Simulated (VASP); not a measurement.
# Ti (P6/mmm) in VASP: notebook, part 2 of 2

VASP 6.6.1.

### Step 5. Single point, r2SCAN (strain +0.000 along x and y, -0.025 along z)

The input, POSCAR:

```
Ti
1.0
    4.5680217062      0.0000000000      0.0000000000
   -2.2840108531      3.9560228426      0.0000000000
    0.0000000000      0.0000000000      2.7539488634
Ti
3
Direct
    0.0000000000      0.0000000000      0.0000000000
    0.3333333333      0.6666666667      0.5000000000
    0.6666666667      0.3333333333      0.5000000000
```

The input, INCAR.step1:

```
SYSTEM = Ti
PREC = Accurate
ENCUT = 520
ISMEAR = 0
SIGMA = 0.15
LREAL = .False.
LASPH = .True.
NELM = 100
NBANDS = 25
GGA = PE
ALGO = Normal
EDIFF = 1E-4
LWAVE = .True.
LCHARG = .False.
```

The input, INCAR.step2:

```
SYSTEM = Ti
PREC = Accurate
ENCUT = 520
EDIFF = 1E-6
ISMEAR = 0
SIGMA = 0.15
LREAL = .False.
LASPH = .True.
NELM = 100
ALGO = Normal
ISIF = 2
LWAVE = .False.
LCHARG = .True.
METAGGA = R2SCAN
LMIXTAU = .True.
LELF = .True.
LVHAR = .True.
NBANDS = 25
ISTART = 1
```

The input, KPOINTS:

```
regular mesh
0
Gamma
  12 12 16
  0 0 0
```

Potentials or basis: VASP PAW PBE potentials, release 64 (Ti_sv).

Run with:

```sh
> cat potpaw_PBE.64/Ti_sv/POTCAR > POTCAR
> cp INCAR.step1 INCAR
> mpirun -np 1 vasp_std > vasp.out
> cp INCAR.step2 INCAR
> mpirun -np 1 vasp_std > vasp.out
```

OUTCAR:

```text
SYSTEM = Ti
   PREC = Accurate
   ENCUT = 520
   EDIFF = 1E-6
   ISMEAR = 0
   LREAL = .False.
   LASPH = .True.
   NELM = 100
   ISIF = 2
   METAGGA = R2SCAN
   ISTART = 1

 ion  position               nearest neighbor table
   1  0.000  0.000  0.000-
   2  0.333  0.667  0.500-   3 2.64   3 2.64   3 2.64
   3  0.667  0.333  0.500-   2 2.64   2 2.64   2 2.64

  LATTYP: Found a hexagonal cell.
 ALAT       =     4.5680217062
[... 867 lines left out ...]

  FORCE on cell =-STRESS in cart. coord.  units (eV):
  Direction    XX          YY          ZZ          XY          YZ          ZX
  --------------------------------------------------------------------------------------
  -------------------------------------------------------------------------------------
  Total        0.5642638      0.5642638      2.3975044      0.0000000      0.0000000      0.0000000
  in kB       18.1656100     18.1656100     77.1839794      0.0000000      0.0000000      0.0000000
  external PRESSURE =      37.8383998 kB  Pullay stress =       0.0000000 kB

 VOLUME and BASIS-vectors are now :
 -----------------------------------------------------------------------------
  energy-cutoff  :      520.00
  volume of cell :       49.77
      direct lattice vectors                 reciprocal lattice vectors
     4.568021706  0.000000000  0.000000000     0.218913145  0.126389563  0.000000000
    -2.284010853  3.956022843  0.000000000     0.000000000  0.252779127  0.000000000
     0.000000000  0.000000000  2.753948863     0.000000000  0.000000000  0.363114949

 POSITION                                       TOTAL-FORCE (eV/Angst)
 -----------------------------------------------------------------------------------
      0.00000      0.00000      0.00000        -0.000000      0.000000      0.000000
     -0.00000      2.63735      1.37697         0.000000     -0.000000     -0.000000
      2.28401      1.31867      1.37697        -0.000000      0.000000      0.000000
 -----------------------------------------------------------------------------------
    total drift:                                0.000000      0.000000     -0.000000

  FREE ENERGIE OF THE ION-ELECTRON SYSTEM (eV)
  ---------------------------------------------------
  free  energy   TOTEN  =       -38.8786701719 eV

  energy  without entropy=      -38.8533721960  energy(sigma->0) =      -38.86602118
```

OSZICAR.step1:

```text
N       E                     dE             d eps       ncg     rms          rms(c)
DAV:   1     0.432913152004E+03    0.43291E+03   -0.18706E+04  8550   0.181E+03
DAV:   2     0.227833513753E+02   -0.41013E+03   -0.40311E+03  8637   0.518E+02
DAV:   3    -0.228524310351E+02   -0.45636E+02   -0.44446E+02 15722   0.148E+02
DAV:   4    -0.263505521232E+02   -0.34981E+01   -0.34811E+01 11700   0.378E+01
DAV:   5    -0.265275015590E+02   -0.17695E+00   -0.17688E+00 13405   0.712E+00    0.153E+01
DAV:   6    -0.234839184828E+02    0.30436E+01   -0.11007E+01 10688   0.316E+01    0.395E+00
DAV:   7    -0.234732728662E+02    0.10646E-01   -0.12689E+00 13596   0.804E+00    0.252E+00
DAV:   8    -0.235522864027E+02   -0.79014E-01   -0.63523E-01 12366   0.772E+00    0.269E+00
DAV:   9    -0.235172048759E+02    0.35082E-01   -0.34113E-01 12139   0.638E+00    0.839E-01
DAV:  10    -0.235047430643E+02    0.12462E-01   -0.71664E-02 12116   0.252E+00    0.101E-01
DAV:  11    -0.235053509527E+02   -0.60789E-03   -0.67553E-03 11800   0.649E-01    0.142E-01
DAV:  12    -0.235054088436E+02   -0.57891E-04   -0.39010E-04 10875   0.169E-01
   1 F= -.23505409E+02 E0= -.23489798E+02  d E =-.312225E-01
```

Wall time 14 min (1 thread of Intel Xeon 8259CL, shared host); peak memory 0.29 GiB.

Results:

```
Free energy            : -38.8787 eV
Pressure               : 3.8 GPa
Band gap on the k mesh : zero (bands 18 and 19 overlap by 0.24 eV)
```

Levels at points of the mesh, in eV from the Fermi level:
| k point | band 14 | band 15 | band 16 | band 17 | band 18 | band 19 | band 20 | band 21 | band 22 | band 23 |
| --- | --- | --- | --- | --- | --- | --- | --- | --- | --- | --- |
| (0.00, 0.00, 0.00) | -2.04 | -0.81 | -0.81 | -0.78 | -0.78 | -0.08 | 0.72 | 1.48 | 1.48 | 2.20 |
| (0.50, 0.00, 0.00) | -3.87 | -2.81 | -0.41 | -0.41 | -0.39 | 0.06 | 0.55 | 0.93 | 1.43 | 2.32 |
| (0.00, 0.00, 0.50) | -2.26 | -2.23 | -1.81 | -1.81 | -1.79 | 1.09 | 1.09 | 1.51 | 1.51 | 3.30 |
| (0.50, 0.00, 0.50) | -2.25 | -1.90 | -1.30 | -0.79 | -0.60 | 0.47 | 1.03 | 1.10 | 1.26 | 2.49 |

Caveat: the cell differs from its parent crystal (strain +0.000 along x and y, -0.025 along z); the cell stands under pressure; the PAW data sets were made with another functional, which shifts forces and pressure a little.

### Step 6. Overview

| cell | gap on the mesh (eV) | pressure (GPa) |
| --- | --- | --- |
| a = 4.682, b = 4.682, c = 2.683 Å, angles 90.0, 90.0, 120.0°, 3 atoms | none | 1.4 |
| a = 4.568, b = 4.568, c = 2.895 Å, angles 90.0, 90.0, 120.0°, 3 atoms | none | -2.6 |
| a = 4.682, b = 4.682, c = 2.754 Å, angles 90.0, 90.0, 120.0°, 3 atoms | none | -1.9 |
| a = 4.568, b = 4.568, c = 2.754 Å, angles 90.0, 90.0, 120.0°, 3 atoms | none | 3.8 |

Alike in all rows: task single point; level r2SCAN; potentials or basis VASP PAW PBE potentials, release 64 (Ti_sv); no spin polarisation; k mesh 12 × 12 × 16; cutoff (eV) 520; smearing gaussian 0.15 eV.

Caveats: the PAW data sets were made with another functional, which shifts forces and pressure a little; the cell stands under pressure (at least some runs).

Total energies depend on the potentials used, so only differences within one code and one set of settings carry meaning.
